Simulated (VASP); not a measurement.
Set up this calculation in VASP 6.6.1, as the native input.

```
Task                   : single point
Functional             : PBE
Potentials or basis    : VASP PAW PBE potentials, release 64 (La, B)
Cutoff                 : 520 eV
k mesh                 : 8 × 8 × 8
Occupations            : gaussian, width 0.05 eV
Spin                   : no spin polarisation
Dipole correction      : no
Further INCAR settings : ALGO = Normal; EDIFF = 1e-07; NBANDS = 24
```

The structure of LaB6 lies in POSCAR:

```
LaB6
1.0
    4.1549734142      0.0000000000      0.0000000000
    0.0000000000      4.1549734142      0.0000000000
    0.0000000000      0.0000000000      4.1549734142
La B
1 6
Direct
    0.0000000000      0.0000000000      0.0000000000
    0.1998455931      0.5000000000      0.5000000000
    0.8001544069      0.5000000000      0.5000000000
    0.5000000000      0.5000000000      0.1998455931
    0.5000000000      0.5000000000      0.8001544069
    0.5000000000      0.1998455931      0.5000000000
    0.5000000000      0.8001544069      0.5000000000
```

One way to write it, as run:

INCAR

```
SYSTEM = LaB6
  ALGO = Normal
  EDIFF = 1E-7
  ENCUT = 520
  GGA = PE
  ISIF = 2
  ISMEAR = 0
  LASPH = .True.
  LCHARG = .False.
  LREAL = .False.
  LWAVE = .False.
  NBANDS = 24
  NELM = 80
  PREC = Accurate
  SIGMA = 0.05
```

KPOINTS

```
k-points
0
Gamma
  8 8 8
  0 0 0
```

Potentials or basis: VASP PAW PBE potentials, release 64 (La, B).

Launch:

```sh
$ cat potpaw_PBE.64/La/POTCAR potpaw_PBE.64/B/POTCAR > POTCAR
$ mpirun -np 1 vasp_std > vasp.out
```

It gave:

```yaml
Pressure: -0.1 GPa
Largest_force: 0.017 eV/Å
Band_gap_on_the_k_mesh: zero (an odd number of electrons rules out a gap without spin polarisation)
```

Caveat: spin-orbit coupling is left out, which moves the levels of the heavy elements.

Wall time 61 s on 1 thread of Intel(R) Xeon(R) Platinum 8488C (Sapphire Rapids) (shared host), peak memory 0.21 GiB.
